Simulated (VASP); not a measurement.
Wanted: the native input for a VASP 6.6.1 run.

```yaml
Task: single point
Functional: PBE
Potentials_or_basis: VASP PAW PBE potentials, release 64 (Sr_sv)
Cutoff: 520 eV
k_mesh: 12 × 12 × 12
Occupations: gaussian, width 0.1 eV
Spin: no spin polarisation
Dipole_correction: no
Further_INCAR_settings: ALGO = Fast; EDIFF = 1e-06; NBANDS = 11
```

The structure of Sr lies in POSCAR:

```
Sr
1.0
    0.0000000000      3.0133195449      3.0133195449
    3.0133195449      0.0000000000      3.0133195449
    3.0133195449      3.0133195449      0.0000000000
Sr
1
Direct
    0.0000000000      0.0000000000      0.0000000000
```

The input as run:

INCAR

```
PREC     = Accurate       # precision mode
ENCUT    = 520            # plane-wave cutoff, eV
EDIFF    = 1E-6           # SCF threshold, eV
ISMEAR   = 0              # smearing method
SIGMA    = 0.1            # smearing width, eV
LREAL    = F              # projectors in reciprocal space
LASPH    = T              # aspherical terms in the spheres
NELM     = 60             # most SCF steps
ALGO     = Fast           # electronic algorithm
ISIF     = 2              # what is computed and relaxed
LWAVE    = F              # write WAVECAR
LCHARG   = T              # write CHGCAR
GGA      = PE             # functional
LELF     = T              # ELF
LVHAR    = T            
NBANDS   = 11             # bands
```

KPOINTS

```
regular mesh
0
Gamma
  12 12 12
```

Potentials or basis: VASP PAW PBE potentials, release 64 (Sr_sv).

Command:

```bash
$ cat potpaw_PBE.64/Sr_sv/POTCAR > POTCAR
$ mpirun -np 1 vasp_std > vasp.out
```

It gave:

The pressure is 0.0 GPa and the band gap on the k mesh is zero (band 5 reaches 1.66 eV, above the bottom of band 6 at 1.61 eV).

Wall time 14 s on 1 thread of Intel(R) Xeon(R) 6975P-C (Granite Rapids), on a shared host, peak memory 0.19 GiB.
